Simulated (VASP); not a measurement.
Crystal: Si2W.

```xyz
3
Lattice="-1.6069 1.6069 3.9150 1.6069 -1.6069 3.9150 1.6069 1.6069 -3.9150" Properties=species:S:1:pos:R:3 pbc="T T T"
W     0.0000    0.0000    0.0000
Si    0.0000    0.0000    5.2092
Si    0.0000    0.0000    2.6207
```

Base run:

```yaml
Program: VASP 6.6.1
Functional: BLYP
Potentials_or_basis: VASP PAW PBE potentials, release 64 (W_sv, Si)
Cutoff: 520 eV
k_mesh: 12 × 12 × 12
Occupations: fermi-dirac, width 0.05 eV
Spin: no spin polarisation
```

Its results: band gap on the k mesh zero (bands 11 and 12 overlap by 1.28 eV); pressure 13.3 GPa; largest force 0.013 eV/Å.

Task: The run is repeated on the same cell with these changes: functional from BLYP to RPBE. What comes out?

Result: Band gap on the k mesh zero (bands 11 and 12 overlap by 1.30 eV); pressure 5.8 GPa; largest force 0.116 eV/Å.

Caveats: the cell stands under pressure; the PAW data sets were made with another functional, which shifts forces and pressure a little; spin-orbit coupling is left out, which moves the levels of the heavy elements.
